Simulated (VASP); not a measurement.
Wanted: the native input for a VASP 6.6.1 run.

```
Task                   : single point
Functional             : PBE
Dispersion             : D3(BJ)
Potentials or basis    : VASP PAW PBE potentials, release 64 (O, H, N)
Cutoff                 : 520 eV
k mesh                 : 1 × 1 × 1
Occupations            : fermi-dirac, width 0.02 eV
Spin                   : no spin polarisation
Dipole correction      : no
Further INCAR settings : LREAL = Auto; ALGO = Normal; EDIFF = 1e-06; NBANDS = 67
```

The structure of H23NO10 lies in POSCAR:

```
H23NO10
1.0
    6.9726830000      0.0000000000      0.0000000000
    0.0000000000      6.9726830000      0.0000000000
    0.0000000000      0.0000000000      6.9726830000
O H N
10 23 1
Direct
    0.9212952891      0.7861679643      0.0468829574
    0.4544161838      0.6763680494      0.1561378884
    1.0799859968      0.7863974312      0.4794567600
    0.3729554319      0.3759815268      0.3687533192
    0.5876217232      0.0155033579      0.3918864517
    0.3795956305      0.9231740494      0.7039040782
    0.2421019283      0.2228123665     -0.1525668096
    0.8183363563      1.0401161217      0.7690726798
    0.9818745524      0.4912743057      0.7853218051
    0.5097607334      0.5283332112      0.7192496776
    0.9647505845      0.6863498599     -0.0481593671
    0.9762812966      0.7639957245      0.1682709511
    0.5739541006      0.6793224359      0.0906107448
    0.4888505615      0.7810910090      0.2446977727
    1.1818979868      0.8467328860      0.5650335746
    0.9579096024      0.8440223082      0.5283762362
    0.2420589033      0.3449461276      0.3463802958
    0.4054393409      0.4674527725      0.2768948481
    0.7144452143      0.0406730092      0.4473600765
    0.5115104186      0.1342811655      0.3535367949
    0.4747240051      0.9768262805      0.6037991402
    0.4238253768      0.7979281433      0.7397152574
    0.2879092596      0.0914425624     -0.1781523698
    0.3583412583      0.3056929449     -0.1698055110
    0.8644735463      0.9813008852      0.8931999347
    0.8840642834      1.1608157147      0.7719266744
    1.0930082437      0.4066583839      0.8256075889
    1.0350535081      0.5755747106      0.6822194556
    0.4677109228      0.4945442092      0.5843231364
    0.6385633765      0.4928375490      0.7331611089
   -0.0963187341      0.2626248748      0.2667265958
    0.0628452491      0.2309154166      0.0942965570
    0.0535518394      0.0742325443      0.2420589033
    0.0448751220      0.2171760856      0.2375556152
```

The input as run:

INCAR

```
PREC     = Accurate       # precision mode
ENCUT    = 520            # plane-wave cutoff, eV
EDIFF    = 1E-6           # SCF threshold, eV
ISMEAR   = -1             # smearing method
SIGMA    = 0.02           # smearing width, eV
LREAL    = Auto         
LASPH    = True           # aspherical terms in the spheres
NELM     = 60             # most SCF steps
ALGO     = Normal         # electronic algorithm
ISIF     = 2              # what is computed and relaxed
LWAVE    = False          # write WAVECAR
LCHARG   = True           # write CHGCAR
GGA      = PE             # functional
IVDW     = 12             # dispersion correction
LELF     = True           # ELF
LVHAR    = True         
NBANDS   = 67             # bands
```

KPOINTS

```
regular mesh
0
Gamma
  1 1 1
```

Potentials or basis: VASP PAW PBE potentials, release 64 (O, H, N).

Command:

```bash
$ cat potpaw_PBE.64/O/POTCAR potpaw_PBE.64/H/POTCAR potpaw_PBE.64/N/POTCAR > POTCAR
$ mpirun -np 1 vasp_gam > vasp.out
```

It gave:

```
Pressure                   : 0.3 GPa
Largest force              : 3.730 eV/Å
Band gap on the k mesh     : 4.42 eV
Dispersion energy per atom : -0.034 eV
```

Caveat: the k points lie up to 0.90 Å⁻¹ apart.

Wall time 61 s on 1 thread of Intel(R) Xeon(R) Platinum 8488C (Sapphire Rapids), with other jobs on the host, peak memory 0.35 GiB.
